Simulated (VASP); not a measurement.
# Mn (Fm-3m) in VASP: a series of runs

Mn is run at these levels: LDA; tasks: single point.

Everything below comes from runs of VASP 6.6.1. Logs are shortened: lines on timing, memory, paths and dates and some standing lists are left out, and cuts for length are marked.

### 1 The cell of the first run

The structure is cubic, space group Fm-3m (No. 225). The conventional cell has a = 3.490 Å, b = 3.490 Å, c = 3.490 Å, α = 90.00°, β = 90.00°, γ = 90.00°. Mn (site symmetry m-3m) has 12 Mn at 2.47 Å within 3.3 Å.

This isn't the form of Mn at room conditions, which is a 58-atom cubic cell.

### 2 Single point, LDA

Input file INCAR:

```
ALGO     = Normal         # electronic algorithm
EDIFF    = 1E-6           # SCF threshold, eV
ENCUT    = 500            # plane-wave cutoff, eV
GGA      = CA             # functional
GGA_COMPAT= F            
ISIF     = 2              # what is computed and relaxed
ISMEAR   = -1             # smearing method
LASPH    = T              # aspherical terms in the spheres
LCHARG   = T              # write CHGCAR
LELF     = T              # ELF
LREAL    = F              # projectors in reciprocal space
LVHAR    = T            
LWAVE    = F              # write WAVECAR
NBANDS   = 20             # bands
NELM     = 120            # most SCF steps
PREC     = Accurate       # precision mode
SIGMA    = 0.08           # smearing width, eV
```

Input file KPOINTS:

```
k-points
0
Gamma
  15 15 15
```

Input file POSCAR:

```
Mn
1.0
    0.0000000000      1.7450000000      1.7450000000
   -1.7450000000      1.7450000000      0.0000000000
   -1.7450000000     -1.7450000000      3.4900000000
Mn
2
Direct
    0.0000000000      0.0000000000      0.0000000000
    0.0000000000      0.5000000000      0.5000000000
```

Potentials or basis: VASP PAW LDA potentials, release 64 (Mn_pv).

Launch:

```
$ cat potpaw_LDA.64/Mn_pv/POTCAR > POTCAR
$ mpirun -np 1 vasp_std > vasp.out
```

OUTCAR:

```text
EDIFF = 1E-6
   ENCUT = 500
   GGA = CA
   ISIF = 2
   ISMEAR = -1
   LASPH = T
   LREAL = F
   NELM = 120
   PREC = Accurate

 ion  position               nearest neighbor table
   1  0.000  0.000  0.000-   2 2.47   2 2.47   2 2.47   2 2.47   2 2.47   2 2.47
   2  0.000  0.500  0.500-   1 2.47   1 2.47   1 2.47   1 2.47   1 2.47   1 2.47

  LATTYP: Found a trigonal (rhomboedric) cell.
 ALAT       =     4.2743596012
 COS(alpha) =     0.8333333333

  Lattice vectors:

 A1 = (  -3.4900000000,  -1.7450000000,   1.7450000000)
 A2 = (  -1.7450000000,  -3.4900000000,   1.7450000000)
 A3 = (  -1.7450000000,  -1.7450000000,   3.4900000000)

Analysis of symmetry for initial positions (statically):
=====================================================================
 Subroutine PRICEL returns following result:

  LATTYP: Found a face centered cubic cell.
 ALAT       =     3.4900000000

  Lattice vectors:

 A1 = (   1.7450000000,   1.7450000000,   0.0000000000)
 A2 = (   0.0000000000,   1.7450000000,   1.7450000000)
 A3 = (   1.7450000000,   0.0000000000,   1.7450000000)

   2 primitive cells build up your supercell.

 Routine SETGRP: Setting up the symmetry group for a
 trigonal (rhombohedral) supercell.

 Subroutine GETGRP returns: Found 12 space group operations
 (whereof 12 operations were pure point group operations)
 out of a pool of 12 trial point group operations.

The static configuration has the point symmetry D_3d.

Analysis of symmetry for dynamics (positions and initial velocities):
=====================================================================
 Subroutine PRICEL returns following result:

  LATTYP: Found a face centered cubic cell.
 ALAT       =     3.4900000000

  Lattice vectors:

 A1 = (   1.7450000000,   1.7450000000,   0.0000000000)
 A2 = (   0.0000000000,   1.7450000000,   1.7450000000)
 A3 = (   1.7450000000,   0.0000000000,   1.7450000000)

   2 primitive cells build up your supercell.

 Routine SETGRP: Setting up the symmetry group for a
 trigonal (rhombohedral) supercell.

 Subroutine GETGRP returns: Found 12 space group operations
 (whereof 12 operations were pure point group operations)
 out of a pool of 12 trial point group operations.

The dynamic configuration has the point symmetry D_3d.

 Subroutine INISYM returns: Found 12 space group operations
 (whereof 12 operations are pure point group operations),
 and found     2 'primitive' translations

----------------------------------------------------------------------------------------

                                     Primitive cell

  volume of cell :      10.6271

  direct lattice vectors                    reciprocal lattice vectors
     1.745000000  1.745000000  0.000000000     0.286532951  0.286532951 -0.286532951
     0.000000000  1.745000000  1.745000000    -0.286532951  0.286532951  0.286532951
     1.745000000  0.000000000  1.745000000     0.286532951 -0.286532951  0.286532951

  length of vectors
     2.467802666  2.467802666  2.467802666     0.496289630  0.496289630  0.496289630

  position of ions in fractional coordinates (direct lattice)
     0.000000000  0.000000000  0.000000000

  ion indices of the primitive-cell ions
   primitive index   ion index
                 1           1

----------------------------------------------------------------------------------------

 KPOINTS: k-points

Automatic generation of k-mesh.
 Grid dimensions read from file:
 generate k-points for:   15   15   15

 Generating k-lattice:

  Cartesian coordinates                     Fractional coordinates (reciprocal lattice)
     0.019102197  0.019102197  0.019102197     0.066666667  0.000000000  0.000000000
    -0.028653295  0.009551098 -0.009551098     0.000000000  0.066666667 -0.000000000
    -0.009551098 -0.009551098  0.009551098     0.000000000  0.000000000  0.066666667

  Length of vectors
     0.033085975  0.031677410  0.016542988

  Shift w.r.t. Gamma in fractional coordinates (k-lattice)
     0.000000000  0.000000000  0.000000000

 Subroutine IBZKPT returns following result:
 ===========================================

 Found    344 irreducible k-points:

 Following reciprocal coordinates:
            Coordinates               Weight
  0.000000  0.000000  0.000000      1.000000
  0.066667  0.000000  0.000000      6.000000
  0.133333  0.000000  0.000000      6.000000
  0.200000  0.000000  0.000000      6.000000
  0.266667  0.000000  0.000000      6.000000
  0.333333  0.000000  0.000000      6.000000
[... 16 lines left out ...]
  0.466667  0.133333  0.000000     12.000000
 -0.466667  0.133333 -0.000000     12.000000
 [... further k-points ...]
   k-points           NKPTS =    344   k-points in BZ     NKDIM =    344   number of bands    NBANDS=     20
   number of dos      NEDOS =    301   number of ions     NIONS =      2
   total plane-waves  NPLWV =  10368
   dimension x,y,z NGX =    18 NGY =   18 NGZ =   32
   dimension x,y,z NGXF=    36 NGYF=   36 NGZF=   64
   ions per type =               2
   NGX,Y,Z   is equivalent  to a cutoff of  12.13, 12.13, 12.45 a.u.
   NGXF,Y,Z  is equivalent  to a cutoff of  24.25, 24.25, 24.89 a.u.
 SYSTEM =  unknown system
   PREC   = accura    normal or accurate (medium, high low for compatibility)
   ISTART =      0    job   : 0-new  1-cont  2-samecut
   ICHARG =      2    charge: 1-file 2-atom 10-const
   ISPIN  =      1    spin polarized calculation?
   LNONCOLLINEAR =      F non collinear calculations
   LSORBIT =      F    spin-orbit coupling
   LASPH  =      T    aspherical Exc in radial PAW
   ENCUT  =  500.0 eV  36.75 Ry    6.06 a.u.   4.50  4.50  7.79*2*pi/ulx,y,z
   NELM   =    120;   NELMIN=  2; NELMDL= -5     # of ELM steps
   EDIFF  = 0.1E-05   stopping-criterion for ELM
   LREAL  =      F    real-space projection
   EDIFFG = 0.1E-04   stopping-criterion for IOM
   NSW    =      0    number of steps for IOM
   IBRION =     -1    ionic relax: 0-MD 1-quasi-New 2-CG
   NFREE  =      0    steps in history (QN), initial steepest desc. (CG)
   ISIF   =      2    stress and relaxation
   ISYM   =      2    0-nonsym 1-usesym 2-fastsym
   POTIM  = 0.5000    time-step for ionic-motion
   TEBEG  =    0.0;   TEEND  =   0.0 temperature during run
   PSTRESS=    0.0 pullay stress
   NELECT =      26.0000    total number of electrons
   NUPDOWN=      -1.0000    fix difference up-down
   EMIN   =  10.00;   EMAX   =-10.00  energy-range for DOS
   EFERMI =   0.00;   METHOD = LEGACY
   ISMEAR =    -1;   SIGMA  =   0.08  broadening in eV -4-tet -1-fermi 0-gaus
   EFERMI_NEDOS =   21; number of points for ismear=-14 and -15
   IALGO  =     38    algorithm
   IMIX   =      4    mixing-type and parameters
     AMIX     =   0.40;   BMIX     =  1.00
     AMIX_MAG =   1.60;   BMIX_MAG =  1.00
  volume/ion in A,a.u.               =      10.63        71.72
  Fermi-wavevector in a.u.,A,eV,Ry     =   1.750856  3.308639 41.708632  3.065498
  Thomas-Fermi vector in A             =   2.821494
   LORBIT       =      0    0 simple, 1 ext, 2 COOP (PROOUT), +10 PAW based schemes
   GGA     = CA    functional components
   LHFCALC =     F    Hartree Fock is set to
   AEXX    =    0.0000 exact exchange contribution
   IVDW    =     0    specifies the selected vdW correction
   LEPSILON=     F    determine dielectric tensor
   LRPA    =     F    only Hartree local field effects (RPA)
 non-spin polarized calculation
  energy-cutoff  :      500.00
  volume of cell :       21.25
 maximum number of plane-waves:       558
 NGX is ok and might be reduce to    18
   NGX =  9   NGY =  9   NGZ = 15

 number of electron      26.0000036 magnetization

 Free energy of the ion-electron system (eV)
  ---------------------------------------------------
  ext. energy  EPLUGINS =         0.00000000
  ---------------------------------------------------
  free energy    TOTEN  =       -20.20364168 eV

  energy without entropy =      -20.14101222  energy(sigma->0) =      -20.17232695

 E-fermi :  10.4440     XC(G=0): -14.4395

 val. band max:       10.4429248296   @ k =   0.2667   0.0667   0.0000
 cond. band min:      10.4495772474   @ k =  -0.3333   0.0000   0.0667
 fundamental gap:      0.0066524178
 Fermi energy:        10.4440374947

 k-point     1 :       0.0000    0.0000    0.0000
  band No.  band energies     occupation
      1     -37.5676      2.00000
      2     -36.8615      2.00000
      3     -36.8615      2.00000
      4     -36.7561      2.00000
      5     -36.7557      2.00000
      6     -36.7557      2.00000
[... 12 lines left out ...]
     19      19.6482      0.00000
     20      30.8355      0.00000

 k-point     2 :       0.0667    0.0000    0.0000
  band No.  band energies     occupation
      1     -37.5522      2.00000
      2     -36.8834      2.00000
      3     -36.8695      2.00000
      4     -36.7919      2.00000
      5     -36.7605      2.00000
      6     -36.7602      2.00000
[... 12 lines left out ...]
     19      19.7438      0.00000
     20      30.6982      0.00000

 k-point     3 :       0.1333    0.0000    0.0000
  band No.  band energies     occupation
      1     -37.5103      2.00000
      2     -36.9429      2.00000
      3     -36.8938      2.00000
      4     -36.8918      2.00000
      5     -36.7736      2.00000
      6     -36.7733      2.00000
[... 12 lines left out ...]
     19      20.0696      0.00000
     20      30.0016      0.00000

 k-point     4 :       0.2000    0.0000    0.0000
  band No.  band energies     occupation
      1     -37.4565      2.00000
      2     -37.0424      2.00000
      3     -37.0217      2.00000
      4     -36.9247      2.00000
      5     -36.7927      2.00000
      6     -36.7924      2.00000
[... 429 lines left out ...]
 k-point    23 :       0.4667    0.1333    0.0000
  band No.  band energies     occupation
      1     -37.4656      2.00000
      2     -37.4443      2.00000
      3     -37.1008      2.00000
      4     -37.0348      2.00000
      5     -36.9238      2.00000
      6     -36.8663      2.00000
[... 12 lines left out ...]
     19      21.5159      0.00000
     20      23.5362      0.00000

 k-point    24 :      -0.4667    0.1333   -0.0000
  band No.  band energies     occupation
      1     -37.5248      2.00000
      2     -37.4704      2.00000
      3     -37.1026      2.00000
      4     -37.0272      2.00000
      5     -36.9310      2.00000
      6     -36.8793      2.00000
[... 12 lines left out ...]
     19      19.8858      0.00000
     20      22.8384      0.00000

 [... further k-points ...]

------------------------ aborting loop because EDIFF is reached ----------------------------------------

  FORCE on cell =-STRESS in cart. coord.  units (eV):
  Direction    XX          YY          ZZ          XY          YZ          ZX
  --------------------------------------------------------------------------------------
  -------------------------------------------------------------------------------------
  Total       -2.0227873     -2.0227873     -2.0227873      0.0038543     -0.0038543     -0.0038543
  in kB     -152.4805737   -152.4805737   -152.4805737      0.2905424     -0.2905424     -0.2905424
  external PRESSURE =    -152.4805737 kB  Pullay stress =       0.0000000 kB

 VOLUME and BASIS-vectors are now :
 -----------------------------------------------------------------------------
  energy-cutoff  :      500.00
  volume of cell :       21.25
      direct lattice vectors                 reciprocal lattice vectors
     0.000000000  1.745000000  1.745000000     0.286532951  0.286532951  0.286532951
    -1.745000000  1.745000000  0.000000000    -0.429799427  0.143266476 -0.143266476
    -1.745000000 -1.745000000  3.490000000    -0.143266476 -0.143266476  0.143266476

 POSITION                                       TOTAL-FORCE (eV/Angst)
 -----------------------------------------------------------------------------------
      0.00000      0.00000      0.00000         0.000000      0.000000      0.000000
     -1.74500      0.00000      1.74500        -0.000000     -0.000000     -0.000000
 -----------------------------------------------------------------------------------
    total drift:                               -0.000000      0.000000      0.000000

  FREE ENERGIE OF THE ION-ELECTRON SYSTEM (eV)
  ---------------------------------------------------
  free  energy   TOTEN  =       -20.2036416756 eV

  energy  without entropy=      -20.1410122171  energy(sigma->0) =      -20.17232695
```

Run time: 2 min. Hardware: 1 thread of AMD EPYC 9755, shared host; peak memory 0.17 GiB.

Results:

```
Free energy            : -20.2036 eV
Pressure               : -15.2 GPa
Band gap on the k mesh : zero (bands 13 and 14 overlap by 2.60 eV)
```

Levels at points of the mesh, in eV from the Fermi level:
```
           k point  band 11  band 12  band 13  band 14  band 15  band 16
(0.00, 0.00, 0.00)    -1.16    -1.16    -1.16     0.53     0.53     0.61
```

Caveat: the cell stands under tension; the run has no spin polarisation, though such a crystal can be magnetic.

### 3 Single point, LDA, collinear spin, ferromagnetic start

Input file INCAR:

```
SYSTEM = Mn
  ALGO = Normal
  EDIFF = 1E-6
  ENCUT = 500
  GGA_COMPAT = .FALSE.
  ISIF = 2
  ISMEAR = -1
  ISPIN = 2
  LASPH = .TRUE.
  LCHARG = .TRUE.
  LELF = .TRUE.
  LMAXMIX = 4
  LORBIT = 11
  LREAL = .FALSE.
  LVHAR = .TRUE.
  LWAVE = .FALSE.
  MAGMOM = 4 4
  NBANDS = 24
  NELM = 200
  PREC = Accurate
  SIGMA = 0.08
```

Input file KPOINTS:

```
k-points
0
G
  15 15 15
  0 0 0
```

POSCAR is that of step 2.

Potentials or basis: VASP PAW LDA potentials, release 64 (Mn_pv).

Launch:

```
$ cat potpaw_LDA.64/Mn_pv/POTCAR > POTCAR
$ mpirun -np 1 vasp_std > vasp.out
```

Wall time 5.7 min (1 thread of AMD EPYC 9755, shared host); peak memory 0.26 GiB.

It converged, with:

```yaml
Free_energy: -20.2036 eV
Pressure: -15.3 GPa
Band_gap_on_the_k_mesh: zero (filled and empty bands overlap)
Net_moment: 0.00 μB per cell
Valence_electrons_inside_the_program's_atomic_spheres: Mn 12.02
```

Levels at points of the mesh, in eV from the Fermi level:
Spin up:
```
           k point  band 11  band 12  band 13  band 14  band 15  band 16
(0.00, 0.00, 0.00)    -1.16    -1.16    -1.16     0.53     0.53     0.61
```
Spin down:
| k point | band 11 | band 12 | band 13 | band 14 | band 15 | band 16 |
| --- | --- | --- | --- | --- | --- | --- |
| (0.00, 0.00, 0.00) | -1.16 | -1.16 | -1.16 | 0.53 | 0.53 | 0.61 |

Caveat: the cell stands under tension; the moments typed at the start vanished in this run.
